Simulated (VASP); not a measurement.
Set up this calculation in VASP 6.6.1, as the native input.

| Property | Result |
| --- | --- |
| Task | single point |
| Functional | PBE |
| Potentials or basis | VASP PAW PBE potentials, release 64 (Bi_d, Te) |
| Cutoff | 520 eV |
| k mesh | 6 × 6 × 6 |
| Occupations | fermi-dirac, width 0.05 eV |
| Spin | no spin polarisation |
| Dipole correction | no |
| Further INCAR settings | ALGO = Normal; EDIFF = 1e-06; NBANDS = 32 |

The structure of Bi2Te3 lies in POSCAR:

```
Bi2Te3
1.0
    2.1518466308      1.2423691639      9.6915109224
   -2.1518466308      1.2423691639      9.6915109224
    0.0000000000     -2.4847383277      9.6915109224
Bi Te
2 3
Direct
    0.1880000000      0.1880000000      0.1880000000
    0.5980000000      0.5980000000      0.5980000000
    0.3890000000      0.3890000000      0.3890000000
    0.8000000000      0.8000000000      0.8000000000
    0.0000000000      0.0000000000      0.0000000000
```

These files were run (other wordings do the same):

INCAR

```
SYSTEM = Bi2Te3
PREC     = Accurate       ! precision mode
ENCUT    = 520            ! plane-wave cutoff, eV
EDIFF    = 1E-6           ! SCF threshold, eV
ISMEAR   = -1             ! smearing method
SIGMA    = 0.05           ! smearing width, eV
LREAL    = .FALSE.        ! projectors in reciprocal space
LASPH    = .TRUE.         ! aspherical terms in the spheres
NELM     = 80             ! most SCF steps
ALGO     = Normal         ! electronic algorithm
ISIF     = 2              ! what is computed and relaxed
LWAVE    = .FALSE.        ! write WAVECAR
LCHARG   = .TRUE.         ! write CHGCAR
GGA      = PE             ! functional
LELF     = .TRUE.         ! ELF
LVHAR    = .TRUE.       
NBANDS   = 32             ! bands
```

KPOINTS

```
Automatic mesh
0
G
  6 6 6
  0 0 0
```

Potentials or basis: VASP PAW PBE potentials, release 64 (Bi_d, Te).

Run with:

```bash
$ cat potpaw_PBE.64/Bi_d/POTCAR potpaw_PBE.64/Te/POTCAR > POTCAR
$ mpirun -np 1 vasp_std > vasp.out
```

It gave:

| Property | Result |
| --- | --- |
| Pressure | 6.6 GPa |
| Largest force | 1.524 eV/Å |
| Band gap on the k mesh | zero (bands 24 and 25 overlap by 0.09 eV) |

Caveat: the cell stands under pressure; spin-orbit coupling is left out, which moves the levels of the heavy elements; forces of over 1 eV/Å act on the atoms, so gaps and moduli don't describe the material at rest.

Run time: 12 min on 1 thread of AMD EPYC 9R45 96-Core Processor (Zen 5), on a shared host, peak memory 0.92 GiB.
